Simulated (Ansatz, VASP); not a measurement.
One calculation of GeSb2Te4, two programs

```
Ge Sb Te
1.0
    -3.05958    3.05958    6.05142
     3.05958   -3.05958    6.05142
     3.05958    3.05958   -6.05142
Ge Sb Te
1 2 4
Direct
  0.00000 0.00000 0.00000
  0.50000 0.50000 0.00000
  0.25000 0.75000 0.50000
  0.50162 0.00162 0.50000
  0.24816 0.24816 0.00000
  0.99838 0.49838 0.50000
  0.75184 0.75184 0.00000
```

Alike in both runs: task single point; functional r2SCAN; dispersion rVV10; k mesh 4 × 4 × 4; occupations gaussian, width 0.1 eV; no spin polarisation.

```csv
,VASP,Ansatz
version,VASP 6.6.1,Ansatz 0.2.0
potentials or method,"VASP PAW PBE potentials, release 64 (Ge_d, Sb, Te), cutoff 520 eV","scalar-relativistic, plane waves, PAW"
valence electrons in the cell,48,108
```

```csv
,VASP,Ansatz,Ansatz less VASP
gap on the k mesh at the Fermi level (eV),none,none,-
pressure (GPa),-1.5,-1.7,-0.12
"traceless stress, the component that is largest in VASP (GPa)",-0.07,-0.08,-0.013
rms of the force components (eV/Å),0.027,0.027,-0.0004
```

VASP's potentials were made for PBE, not for r2SCAN. Atom by atom the forces differ by 0.003 eV/Å (rms over components). A gap of «none» marks a metal or a gap that the smearing closes. VASP's potentials hold 48 valence electrons a cell and Ansatz's 108, so a difference there can come from the potentials and not from the codes.

The k mesh is coarse, so the values compare programs but aren't converged. Neither program's run includes spin-orbit coupling.
